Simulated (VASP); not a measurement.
A run of VASP 6.6.1:

INCAR

```
ALGO = Normal
EDIFF = 1E-6
ENCUT = 520
GGA = PE
ISIF = 2
ISMEAR = -1
LASPH = T
LCHARG = F
LREAL = F
LWAVE = F
NBANDS = 8
NELM = 60
PREC = Accurate
SIGMA = 0.05
```

File KPOINTS:

```
k-points
0
Gamma
  14 14 14
```

File POSCAR:

```
Al
1.0
    0.0202398000      2.0340999000      2.0340999000
    2.0340999000      0.0202398000      2.0340999000
    2.0340999000      2.0340999000      0.0202398000
Al
1
Direct
    0.0000000000      0.0000000000      0.0000000000
```

Potentials or basis: VASP PAW PBE potentials, release 64 (Al).

Run with:

```console
$ cat potpaw_PBE.64/Al/POTCAR > POTCAR
$ mpirun -np 1 vasp_std > vasp.out
```

Hardware: 1 thread of AMD EPYC 7R13 (shared host).

Task: Estimate the wall time of this run.

Result: Run time: 79 s on 1 thread of AMD EPYC 7R13, on a shared host, peak memory 0.12 GiB. Counts: scf iterations 10, k points 288.
